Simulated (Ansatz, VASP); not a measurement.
## BaSrAl4: VASP beside Ansatz

File INCAR:

```
SYSTEM = BaSrAl4
ALGO     = Fast           ! electronic algorithm
EDIFF    = 1E-7           ! SCF threshold, eV
EDIFFG   = -0.01          ! ionic threshold
ENCUT    = 600            ! plane-wave cutoff, eV
GGA      = PE             ! functional
IBRION   = 2              ! ionic algorithm
ISIF     = 3              ! what is computed and relaxed
ISMEAR   = 0              ! smearing method
LASPH    = .TRUE.         ! aspherical terms in the spheres
LCHARG   = .FALSE.        ! write CHGCAR
LREAL    = .FALSE.        ! projectors in reciprocal space
LWAVE    = .FALSE.        ! write WAVECAR
NELM     = 60             ! most SCF steps
NSW      = 100            ! ionic steps
PREC     = Accurate       ! precision mode
SIGMA    = 0.1            ! smearing width, eV
```

Contents of KPOINTS:

```
k-points
0
G
  8 8 8
  0 0 0
```

File POSCAR:

```
BaSrAl4
1.0
    0.0000000000      4.1058064400      4.1058064400
    4.1058064400      0.0000000000      4.1058064400
    4.1058064400      4.1058064400      0.0000000000
Ba Sr Al
1 1 4
Direct
    0.7500000000      0.7500000000      0.7500000000
    0.0000000000      0.0000000000      0.0000000000
    0.8746979800      0.3751006700      0.3751006700
    0.3751006700      0.3751006700      0.3751006700
    0.3751006700      0.8746979800      0.3751006700
    0.3751006700      0.3751006700      0.8746979800
```

Input for Ansatz:

```yaml
crystal:
  lattice:
    - [0.0, 4.10580644, 4.10580644]
    - [4.10580644, 0.0, 4.10580644]
    - [4.10580644, 4.10580644, 0.0]
  atoms:
    - { symbol: Ba, position: [0.75, 0.75, 0.75] }
    - { symbol: Sr, position: [0.0, 0.0, 0.0] }
    - { symbol: Al, position: [0.87469798, 0.37510067, 0.37510067] }
    - { symbol: Al, position: [0.37510067, 0.37510067, 0.37510067] }
    - { symbol: Al, position: [0.37510067, 0.87469798, 0.37510067] }
    - { symbol: Al, position: [0.37510067, 0.37510067, 0.87469798] }
basis:
  ecutwfc: 420
kpoints:
  mp_grid: { grid: [8, 8, 8] }
hamiltonian:
  xc: pbe
scf:
  occupations: { method: gaussian, width: 0.1 }
output:
  forces: true
  stress: true
  eigenvalues: true
relax:
  adjacent_minimum: "off"
  f_tol: 0.01
  max_steps: 80
  cell: { stress_tol: 0.05 }
```

Change from the starting cell: species swapped into the LaGdAl4 type (F-43m, No. 216).

Alike in both runs: task relaxation of cell and atoms; functional PBE; k mesh 8 × 8 × 8; occupations gaussian, width 0.1 eV; no spin polarisation.

|  | VASP | Ansatz |
| --- | --- | --- |
| version | VASP 6.6.1 | Ansatz 0.2.0 |
| potentials or method | VASP PAW PBE potentials, release 64 (Ba_sv, Sr_sv, Al), cutoff 600 eV | scalar-relativistic, plane waves, PAW |
| valence electrons in the cell | 32 | 32 |

```csv
,VASP,Ansatz,Ansatz less VASP
"gap on the k mesh at the Fermi level, each at its own relaxed structure (eV)",none,none,-
relaxed volume (Å³/atom),24.88,24.75,-0.132
relaxed cell length with the largest relative difference (Å),5.954,5.944,-0.0106
```

A gap of «none» marks a metal or a gap that the smearing closes.

Spin-orbit coupling is off throughout.
